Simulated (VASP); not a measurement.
Runs of VASP 6.6.1 on Ge3Pd. The structure is that of space group Pm-3m (No. 221), or close to it. The cells are those of the table. 

```csv
task,cell,k mesh,cutoff (eV),gap on the mesh (eV),pressure (GPa),relaxed volume (Å³/atom)
relaxation of cell and atoms,"relaxed from a = 4.040 Å, 4 atoms",4 × 4 × 4,600,none,0.0,17.73
relaxation of cell and atoms,"relaxed from a = 4.142 Å, 4 atoms",12 × 12 × 12,600,none,0.1,(a)
single point,"a = 4.142 Å, 4 atoms",4 × 4 × 4,520,none,-0.3,-
single point,"a = 4.150, b = 4.150, c = 4.109 Å, 4 atoms",4 × 4 × 4,520,none,0.1,-
single point,"a = 4.146 Å, 4 atoms",12 × 12 × 12,520,none,0.0,-
relaxation of cell and atoms,"relaxed from a = 4.024, b = 4.024, c = 3.983 Å, 4 atoms",4 × 4 × 4,600,none,0.0,17.72
```

Alike in all rows: level PBE; potentials or basis VASP PAW PBE potentials, release 64 (Ge_d, Pd); no spin polarisation; smearing gaussian 0.1 eV.

Problem. Estimate the missing entries.

Solution. (a) 17.82.

Caveats: some runs use coarse meshes.

A k mesh can miss the band edges, and the runs leave out spin-orbit coupling on Ge, Pd.

A gap of «none» marks levels without a gap at the run's occupations.
